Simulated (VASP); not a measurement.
**HfN: relaxation of cell and atoms with RPBE**

Crystal: HfN.

```
CELL_PARAMETERS angstrom
0.00000 2.45482 2.45482
2.45482 0.00000 2.45482
2.45482 2.45482 0.00000
ATOMIC_POSITIONS crystal
Hf 0.00000 0.00000 0.00000
N 0.25000 0.25000 0.25000
```

```json
{"Program": "VASP 6.6.1", "Task": "relaxation of cell and atoms", "Functional": "RPBE", "Potentials or basis": "VASP PAW PBE potentials, release 64 (Hf_pv, N)", "Cutoff": "600 eV", "k mesh": "9 × 9 × 9", "Occupations": "fermi-dirac, width 0.05 eV", "Spin": "no spin polarisation", "Dipole correction": "no", "Further INCAR settings": "ALGO = Normal; EDIFF = 1e-06; IBRION = 2; EDIFFG = -0.01; NSW = 60; ISIF = 3"}
```

```
Relaxed volume                         : 15.04 Å³/atom
Relaxed cell                           : a = 3.491 Å, b = 3.491 Å, c = 3.491 Å, α = 60.00°, β = 60.00°, γ = 60.00°
Space group after relaxing (to 0.05 Å) : F-43m (No. 216)
Energy gained by relaxing              : 2.3 meV/atom
Ionic steps                            : 3
Pressure after relaxing                : 0.0 GPa
```

Step by step:
| step | energy change (eV) | largest force (eV/Å) | pressure (GPa) | volume (Å³) |
| --- | --- | --- | --- | --- |
| 1 | 0.0000 | 0.0000 | 3.12 | 29.59 |
| 2 | 0.0061 | 0.0000 | -4.40 | 30.84 |
| 3 | -0.0046 | 0.0000 | -0.01 | 30.07 |

Final structure:
```xyz
2
Lattice="0.0000 2.4682 2.4682 2.4682 0.0000 2.4682 2.4682 2.4682 0.0000" Properties=species:S:1:pos:R:3 pbc="T T T"
Hf    0.0000    0.0000    0.0000
N     1.2341    1.2341    1.2341
```

Levels at points of the mesh, in eV from the Fermi level:
```tsv
k point	band 6	band 7	band 8	band 9	band 10	band 11
(0.00, 0.00, 0.00)	-5.38	-5.38	-0.77	2.26	2.26	6.50
```

Run time: 17 s on 1 thread of Intel(R) Xeon(R) 6975P-C (Granite Rapids) (shared host), peak memory 0.17 GiB.

Caveat: the PAW data sets were made with another functional, which shifts forces and pressure a little; spin-orbit coupling is left out, which moves the levels of the heavy elements.
